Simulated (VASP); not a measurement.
# Ti3Al (Fm-3m) in VASP: further runs

Ti3Al is run at these levels: PBEsol; tasks: single point.

Program: VASP 6.6.1. These are calculated values, not measurements. Logs are shortened: lines on timing, memory, paths and dates and some standing lists are left out, and cuts for length are marked.

## (1) The cell of the first run

Symmetry: Fm-3m, No. 225, cubic system. Conventional cell: a = 6.383 Å, b = 6.383 Å, c = 6.383 Å, α = 90.00°, β = 90.00°, γ = 90.00°. Ti (site symmetry -43m) has 4 Al at 2.76 Å and 10 Ti at 2.76 to 3.19 Å within 3.6 Å. Within 3.6 Å of Ti (site symmetry m-3m) lie 8 Ti at 2.76 Å and 6 Al at 3.19 Å. Al (site symmetry m-3m) has 14 Ti at 2.76 to 3.19 Å within 3.6 Å.

## (2) Single point, PBEsol, collinear spin, ferromagnetic start

INCAR

```
PREC = Accurate
ENCUT = 520
EDIFF = 1E-6
ISMEAR = 0
SIGMA = 0.1
LREAL = False
LASPH = True
NELM = 150
ALGO = Fast
ISIF = 2
LWAVE = False
LCHARG = False
ISPIN = 2
MAGMOM = 0.28 0.28 1.05 0
LORBIT = 11
LMAXMIX = 4
GGA = PS
NBANDS = 32
```

KPOINTS

```
Automatic mesh
0
Gamma
  12 12 12
```

POSCAR

```
Ti3Al
1.0
    0.0000000000      3.1915212940      3.1915212940
    3.1915212940      0.0000000000      3.1915212940
    3.1915212940      3.1915212940      0.0000000000
Ti Al
3 1
Direct
    0.7500000000      0.7500000000      0.7500000000
    0.2500000000      0.2500000000      0.2500000000
    0.0000000000      0.0000000000      0.0000000000
    0.5000000000      0.5000000000      0.5000000000
```

Potentials or basis: VASP PAW PBE potentials, release 64 (Ti_sv, Al).

Command:

```bash
$ cat potpaw_PBE.64/Ti_sv/POTCAR potpaw_PBE.64/Al/POTCAR > POTCAR
$ mpirun -np 1 vasp_std > vasp.out
```

OUTCAR:

```text
PREC = Accurate
   ENCUT = 520
   EDIFF = 1E-6
   ISMEAR = 0
   LREAL = False
   LASPH = True
   NELM = 150
   ISIF = 2
   ISPIN = 2
   LORBIT = 11
   GGA = PS

 ion  position               nearest neighbor table
   1  0.750  0.750  0.750-   4 2.76   4 2.76   4 2.76   3 2.76   3 2.76   3 2.76   4 2.76   3 2.76

   2  0.250  0.250  0.250-   3 2.76   3 2.76   3 2.76   4 2.76   4 2.76   4 2.76   4 2.76   3 2.76

   3  0.000  0.000  0.000-   1 2.76   1 2.76   1 2.76   2 2.76   2 2.76   2 2.76   2 2.76   1 2.76

   4  0.500  0.500  0.500-   2 2.76   2 2.76   2 2.76   1 2.76   1 2.76   1 2.76   2 2.76   1 2.76

  LATTYP: Found a face centered cubic cell.
 ALAT       =     6.3830425880

  Lattice vectors:

 A1 = (   0.0000000000,   3.1915212940,   3.1915212940)
 A2 = (   3.1915212940,   0.0000000000,   3.1915212940)
 A3 = (   3.1915212940,   3.1915212940,   0.0000000000)

Analysis of symmetry for initial positions (statically):
=====================================================================
 Subroutine PRICEL returns:
 Original cell was already a primitive cell.

 Routine SETGRP: Setting up the symmetry group for a
 face centered cubic supercell.

 Subroutine GETGRP returns: Found 48 space group operations
 (whereof 48 operations were pure point group operations)
 out of a pool of 48 trial point group operations.

The static configuration has the point symmetry O_h .

Analysis of symmetry for dynamics (positions and initial velocities):
=====================================================================
 Subroutine PRICEL returns:
 Original cell was already a primitive cell.

 Routine SETGRP: Setting up the symmetry group for a
 face centered cubic supercell.

 Subroutine GETGRP returns: Found 48 space group operations
 (whereof 48 operations were pure point group operations)
 out of a pool of 48 trial point group operations.

The dynamic configuration has the point symmetry O_h .

Analysis of structural, dynamic, and magnetic symmetry:
=====================================================================
 Subroutine PRICEL returns:
 Original cell was already a primitive cell.

 Routine SETGRP: Setting up the symmetry group for a
 face centered cubic supercell.

 Subroutine GETGRP returns: Found 48 space group operations
 (whereof 48 operations were pure point group operations)
 out of a pool of 48 trial point group operations.

The overall configuration has the point symmetry O_h .

 Subroutine INISYM returns: Found 48 space group operations
 (whereof 48 operations are pure point group operations),
 and found     1 'primitive' translations

----------------------------------------------------------------------------------------

                                     Primitive cell

  volume of cell :      65.0164

  direct lattice vectors                    reciprocal lattice vectors
     0.000000000  3.191521294  3.191521294    -0.156665099  0.156665099  0.156665099
     3.191521294  0.000000000  3.191521294     0.156665099 -0.156665099  0.156665099
     3.191521294  3.191521294  0.000000000     0.156665099  0.156665099 -0.156665099

  length of vectors
     4.513492699  4.513492699  4.513492699     0.271351912  0.271351912  0.271351912

  position of ions in fractional coordinates (direct lattice)
     0.750000000  0.750000000  0.750000000
     0.250000000  0.250000000  0.250000000
     0.000000000  0.000000000  0.000000000
     0.500000000  0.500000000  0.500000000

  ion indices of the primitive-cell ions
   primitive index   ion index
                 1           1
                 2           2
                 3           3
                 4           4

----------------------------------------------------------------------------------------

 KPOINTS: Automatic mesh

Automatic generation of k-mesh.
 Grid dimensions read from file:
 generate k-points for:   12   12   12

 Generating k-lattice:

  Cartesian coordinates                     Fractional coordinates (reciprocal lattice)
    -0.013055425  0.013055425  0.013055425     0.083333333  0.000000000  0.000000000
     0.013055425 -0.013055425  0.013055425     0.000000000  0.083333333  0.000000000
     0.013055425  0.013055425 -0.013055425     0.000000000  0.000000000  0.083333333

  Length of vectors
     0.022612659  0.022612659  0.022612659

  Shift w.r.t. Gamma in fractional coordinates (k-lattice)
     0.000000000  0.000000000  0.000000000

 Subroutine IBZKPT returns following result:
 ===========================================

 Found     72 irreducible k-points:

 Following reciprocal coordinates:
            Coordinates               Weight
  0.000000  0.000000  0.000000      1.000000
  0.083333  0.000000  0.000000      8.000000
  0.166667  0.000000  0.000000      8.000000
  0.250000  0.000000  0.000000      8.000000
  0.333333  0.000000  0.000000      8.000000
  0.416667  0.000000  0.000000      8.000000
[... 16 lines left out ...]
  0.500000  0.166667  0.000000     24.000000
[... 80 lines left out ...]
  band No.  band energies     occupation
      1     -48.0834      1.00000
      2     -47.9606      1.00000
      3     -47.8658      1.00000
      4     -24.5271      1.00000
      5     -24.5271      1.00000
      6     -24.5271      1.00000
[... 23 lines left out ...]
     30      14.2320      0.00000
     31      14.2321      0.00000

 k-point     2 :       0.0833    0.0000    0.0000
  band No.  band energies     occupation
      1     -48.0804      1.00000
      2     -47.9613      1.00000
      3     -47.8681      1.00000
      4     -24.5411      1.00000
      5     -24.5352      1.00000
      6     -24.5352      1.00000
[... 23 lines left out ...]
     30      14.2773      0.00000
     31      14.2776      0.00000

 k-point     3 :       0.1667    0.0000    0.0000
  band No.  band energies     occupation
      1     -48.0717      1.00000
      2     -47.9634      1.00000
      3     -47.8749      1.00000
      4     -24.5622      1.00000
      5     -24.5533      1.00000
      6     -24.5533      1.00000
[... 703 lines left out ...]
     30      12.8248      0.00000
     31      13.0639      0.00000

 k-point    24 :      -0.4167    0.1667    0.0000
  band No.  band energies     occupation
      1     -48.0121      1.00000
      2     -47.9810      1.00000
      3     -47.9175      1.00000
      4     -24.6224      1.00000
      5     -24.6137      1.00000
      6     -24.5628      1.00000
[... 23 lines left out ...]
     30      12.8590      0.00000
     31      13.1012      0.00000

 [... further k-points ...]

 spin component 2

 k-point     1 :       0.0000    0.0000    0.0000
  band No.  band energies     occupation
      1     -47.8551      1.00000
      2     -47.7980      1.00000
      3     -47.1673      1.00000
      4     -24.2572      1.00000
      5     -24.2572      1.00000
      6     -24.2572      1.00000
[... 23 lines left out ...]
     30      14.4319      0.00000
     31      14.4319      0.00000

 k-point     2 :       0.0833    0.0000    0.0000
  band No.  band energies     occupation
      1     -47.8537      1.00000
      2     -47.7986      1.00000
      3     -47.1681      1.00000
      4     -24.2674      1.00000
      5     -24.2589      1.00000
      6     -24.2589      1.00000
[... 23 lines left out ...]
     30      14.4797      0.00000
     31      14.4798      0.00000

 k-point     3 :       0.1667    0.0000    0.0000
  band No.  band energies     occupation
      1     -47.8495      1.00000
      2     -47.8007      1.00000
      3     -47.1703      1.00000
      4     -24.2821      1.00000
      5     -24.2632      1.00000
      6     -24.2632      1.00000
[... 703 lines left out ...]
     30      13.0982      0.00000
     31      13.3543      0.00000

 k-point    24 :      -0.4167    0.1667    0.0000
  band No.  band energies     occupation
      1     -47.8223      1.00000
      2     -47.8179      1.00000
      3     -47.1808      1.00000
      4     -24.3163      1.00000
      5     -24.3023      1.00000
      6     -24.2567      1.00000
[... 23 lines left out ...]
     30      13.1510      0.00000
     31      13.3525      0.00000

 [... further k-points ...]

 [bands above 31 left out]

------------------------ aborting loop because EDIFF is reached ----------------------------------------

  FORCE on cell =-STRESS in cart. coord.  units (eV):
  Direction    XX          YY          ZZ          XY          YZ          ZX
  --------------------------------------------------------------------------------------
  -------------------------------------------------------------------------------------
  Total       -0.0355064     -0.0355064     -0.0355064     -0.0000000     -0.0000000      0.0000000
  in kB       -0.8749707     -0.8749707     -0.8749707     -0.0000000     -0.0000000      0.0000000
  external PRESSURE =      -0.8749707 kB  Pullay stress =       0.0000000 kB

 VOLUME and BASIS-vectors are now :
 -----------------------------------------------------------------------------
  energy-cutoff  :      520.00
  volume of cell :       65.02
      direct lattice vectors                 reciprocal lattice vectors
     0.000000000  3.191521294  3.191521294    -0.156665099  0.156665099  0.156665099
     3.191521294  0.000000000  3.191521294     0.156665099 -0.156665099  0.156665099
     3.191521294  3.191521294  0.000000000     0.156665099  0.156665099 -0.156665099

 POSITION                                       TOTAL-FORCE (eV/Angst)
 -----------------------------------------------------------------------------------
      4.78728      4.78728      4.78728         0.000000      0.000000      0.000000
      1.59576      1.59576      1.59576        -0.000000     -0.000000     -0.000000
      0.00000      0.00000      0.00000         0.000000     -0.000000     -0.000000
      3.19152      3.19152      3.19152         0.000000     -0.000000     -0.000000
 -----------------------------------------------------------------------------------
    total drift:                                0.000000      0.000000      0.000000

  FREE ENERGIE OF THE ION-ELECTRON SYSTEM (eV)
  ---------------------------------------------------
  free  energy   TOTEN  =       -29.7453925508 eV

  energy  without entropy=      -29.7187275409  energy(sigma->0) =      -29.73206005

 total charge

# of ion       s       p       d       tot
------------------------------------------
    1        2.220   6.136   1.932  10.288
    2        2.220   6.136   1.932  10.288
    3        2.259   6.101   2.002  10.362
    4        0.409   0.429   0.000   0.838
--------------------------------------------------
tot          7.109  18.801   5.867  31.776

 magnetization (x)

# of ion       s       p       d       tot
------------------------------------------
    1        0.002   0.030   0.164   0.196
    2        0.002   0.030   0.164   0.196
    3        0.011   0.025   0.837   0.873
    4       -0.005  -0.010   0.000  -0.015
--------------------------------------------------
tot          0.010   0.075   1.165   1.250
```

It took 26 min on 1 thread of Oxide Virtual Turin-like, shared host; peak memory 0.35 GiB.

What came out:

```yaml
Free_energy: -29.7454 eV
Pressure: -0.1 GPa
Net_moment: 1.66 μB per cell
Site_moments: Ti +0.20, +0.87; Al -0.01 μB
Valence_electrons_inside_the_program's_atomic_spheres: Ti 10.29, 10.36; Al 0.84
```

Levels at points of the mesh, in eV from the Fermi level:
Spin up:
```csv
k point,band 17,band 18,band 19,band 20,band 21,band 22,band 23,band 24,band 25,band 26
"(0.00, 0.00, 0.00)",-1.82,-1.82,-0.28,-0.28,-0.28,2.25,2.25,2.25,2.91,2.91
"(0.50, 0.00, 0.00)",-0.65,-0.58,-0.58,-0.16,-0.16,0.70,0.94,0.94,2.70,2.70
"(0.50, 0.50, 0.00)",-0.63,-0.63,-0.38,-0.38,-0.18,0.99,1.09,1.09,2.25,2.53
```
Spin down:
```
           k point  band 17  band 18  band 19  band 20  band 21  band 22
(0.00, 0.00, 0.00)    -1.60    -1.60     0.47     0.47     0.47     2.45
(0.50, 0.00, 0.00)    -0.05     0.01     0.01     0.09     0.09     0.98
(0.50, 0.50, 0.00)    -0.51    -0.51    -0.07     0.24     0.24     1.45
```

Caveat: the PAW data sets were made with another functional, which shifts forces and pressure a little.

## (3) Single point, PBEsol, collinear spin, ferromagnetic start (volume scaled by 0.94)

INCAR

```
PREC = Accurate
ENCUT = 520
EDIFF = 1E-7
ISMEAR = 0
SIGMA = 0.1
LREAL = F
LASPH = T
NELM = 150
ALGO = Normal
ISIF = 2
LWAVE = F
LCHARG = F
ISPIN = 2
MAGMOM = 0.22 0.22 0.96 0
LORBIT = 11
LMAXMIX = 4
GGA = PS
NBANDS = 32
```

KPOINTS is that of step 2.

POSCAR

```
Ti3Al
1.0
    0.0000000000      3.1263699270      3.1263699270
    3.1263699270      0.0000000000      3.1263699270
    3.1263699270      3.1263699270      0.0000000000
Ti Al
3 1
Direct
    0.7500000000      0.7500000000      0.7500000000
    0.2500000000      0.2500000000      0.2500000000
    0.0000000000      0.0000000000      0.0000000000
    0.5000000000      0.5000000000      0.5000000000
```

Potentials or basis: VASP PAW PBE potentials, release 64 (Ti_sv, Al).

Command:

```bash
$ cat potpaw_PBE.64/Ti_sv/POTCAR potpaw_PBE.64/Al/POTCAR > POTCAR
$ mpirun -np 1 vasp_std > vasp.out
```

It took 11 min on 1 thread of Oxide Virtual Turin-like, shared host; peak memory 0.34 GiB.

The run converged. Its results:

```yaml
Free_energy: -29.6541 eV
Pressure: 7.9 GPa
Net_moment: 1.39 μB per cell
Site_moments: Ti +0.16, +0.76; Al -0.01 μB
Valence_electrons_inside_the_program's_atomic_spheres: Ti 10.37, 10.44; Al 0.87
```

Levels at points of the mesh, in eV from the Fermi level:
Spin up:
| k point | band 17 | band 18 | band 19 | band 20 | band 21 | band 22 | band 23 | band 24 |
| --- | --- | --- | --- | --- | --- | --- | --- | --- |
| (0.00, 0.00, 0.00) | -1.92 | -1.92 | -0.22 | -0.22 | -0.22 | 2.44 | 2.44 | 2.44 |
| (0.50, 0.00, 0.00) | -0.63 | -0.58 | -0.58 | -0.12 | -0.12 | 0.82 | 1.02 | 1.02 |
| (0.50, 0.50, 0.00) | -0.56 | -0.56 | -0.37 | -0.37 | -0.22 | 1.02 | 1.25 | 1.25 |
Spin down:
```
           k point  band 16  band 17  band 18  band 19  band 20  band 21  band 22  band 23
(0.00, 0.00, 0.00)    -1.75    -1.75    -1.75     0.43     0.43     0.43     2.61     2.61
(0.50, 0.00, 0.00)    -1.96    -0.12    -0.08    -0.08     0.08     0.08     1.05     1.19
(0.50, 0.50, 0.00)    -1.80    -0.47    -0.47    -0.13     0.16     0.16     1.41     1.56
```

Caveat: the PAW data sets were made with another functional, which shifts forces and pressure a little.

## (4) Single point, PBEsol, collinear spin, ferromagnetic start (volume scaled by 0.97)

INCAR

```
SYSTEM = Ti3Al
PREC = Accurate ; ENCUT = 520
EDIFF = 1E-6 ; ISMEAR = 0
SIGMA = 0.1 ; LREAL = .FALSE.
LASPH = .TRUE. ; NELM = 150
ALGO = Normal ; ISIF = 2
LWAVE = .FALSE. ; LCHARG = .TRUE.
ISPIN = 2 ; MAGMOM = 0.22 0.22 0.96 0
LORBIT = 11 ; LMAXMIX = 4
GGA = PS ; LELF = .TRUE.
LVHAR = .TRUE. ; NBANDS = 32
```

KPOINTS

```
regular mesh
0
G
  12 12 12
  0 0 0
```

POSCAR

```
Ti3Al
1.0
    0.0000000000      3.1592815027      3.1592815027
    3.1592815027      0.0000000000      3.1592815027
    3.1592815027      3.1592815027      0.0000000000
Ti Al
3 1
Direct
    0.7500000000      0.7500000000      0.7500000000
    0.2500000000      0.2500000000      0.2500000000
    0.0000000000      0.0000000000      0.0000000000
    0.5000000000      0.5000000000      0.5000000000
```

Command:

```bash
$ cat potpaw_PBE.64/Ti_sv/POTCAR potpaw_PBE.64/Al/POTCAR > POTCAR
$ mpirun -np 1 vasp_std > vasp.out
```

It took 11 min on 1 thread of Oxide Virtual Turin-like, shared host; peak memory 0.34 GiB.

The run converged. Its results:

```
Free energy                                           : -29.7240 eV
Pressure                                              : 3.6 GPa
Net moment                                            : 1.52 μB per cell
Site moments                                          : Ti +0.17, +0.82; Al -0.01 μB
Valence electrons inside the program's atomic spheres : Ti 10.33, 10.40; Al 0.85
```

Levels at points of the mesh, in eV from the Fermi level:
Spin up:
```csv
k point,band 17,band 18,band 19,band 20,band 21,band 22,band 23,band 24,band 25,band 26
"(0.00, 0.00, 0.00)",-1.88,-1.88,-0.25,-0.25,-0.25,2.35,2.35,2.35,3.03,3.03
"(0.50, 0.00, 0.00)",-0.64,-0.58,-0.58,-0.14,-0.14,0.76,0.98,0.98,2.82,2.82
"(0.50, 0.50, 0.00)",-0.59,-0.59,-0.37,-0.37,-0.20,1.00,1.17,1.17,2.35,2.65
```
Spin down:
| k point | band 16 | band 17 | band 18 | band 19 | band 20 | band 21 | band 22 | band 23 |
| --- | --- | --- | --- | --- | --- | --- | --- | --- |
| (0.00, 0.00, 0.00) | -1.69 | -1.69 | -1.69 | 0.45 | 0.45 | 0.45 | 2.53 | 2.53 |
| (0.50, 0.00, 0.00) | -1.88 | -0.08 | -0.03 | -0.03 | 0.08 | 0.08 | 1.01 | 1.17 |
| (0.50, 0.50, 0.00) | -1.78 | -0.49 | -0.49 | -0.10 | 0.20 | 0.20 | 1.43 | 1.51 |

Caveat: the PAW data sets were made with another functional, which shifts forces and pressure a little.

## (5) Overview

```csv
cell,gap on the mesh (eV),pressure (GPa),moment (μB)
"a = 4.513 Å, angles 60.0°, 4 atoms",none,-0.1,1.66
"a = 4.421 Å, angles 60.0°, 4 atoms",none,7.9,1.39
"a = 4.468 Å, angles 60.0°, 4 atoms",none,3.6,1.52
```

Alike in all rows: task single point; level PBEsol; potentials or basis VASP PAW PBE potentials, release 64 (Ti_sv, Al); spin collinear, ferromagnetic start; k mesh 12 × 12 × 12; cutoff (eV) 520; smearing gaussian 0.1 eV.

Caveats: the PAW data sets were made with another functional, which shifts forces and pressure a little.

Total energies depend on the potentials used, so only differences within one code and one set of settings carry meaning.
